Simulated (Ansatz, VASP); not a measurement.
# One calculation of AlRu, two programs

```xyz
2
Lattice="2.9826 0.0000 0.0000 0.0000 2.9826 0.0000 0.0000 0.0000 2.9826" Properties=species:S:1:pos:R:3 pbc="T T T"
Al    0.0000    0.0000    0.0000
Ru    1.4913    1.4913    1.4913
```

Alike in both runs: task single point; functional r2SCAN; k mesh 12 × 12 × 12; occupations gaussian, width 0.1 eV; no spin polarisation.

|  | VASP | Ansatz |
| --- | --- | --- |
| version | VASP 6.6.1 | Ansatz 0.2.0 |
| potentials or method | VASP PAW PBE potentials, release 64 (Al, Ru_pv), cutoff 520 eV | scalar-relativistic, plane waves, PAW |
| valence electrons in the cell | 17 | 19 |

```tsv
	VASP	Ansatz	Ansatz less VASP
gap on the k mesh at the Fermi level (eV)	none	none	-
pressure (GPa)	-0.1	-0.2	-0.14
```

VASP's potentials were made for PBE, not for r2SCAN. A gap of «none» marks a metal or a gap that the smearing closes. With one functional, cell and mesh, what is left measures potentials, basis and numerics. VASP's potentials hold 17 valence electrons a cell and Ansatz's 19, so a difference there can come from the potentials and not from the codes.
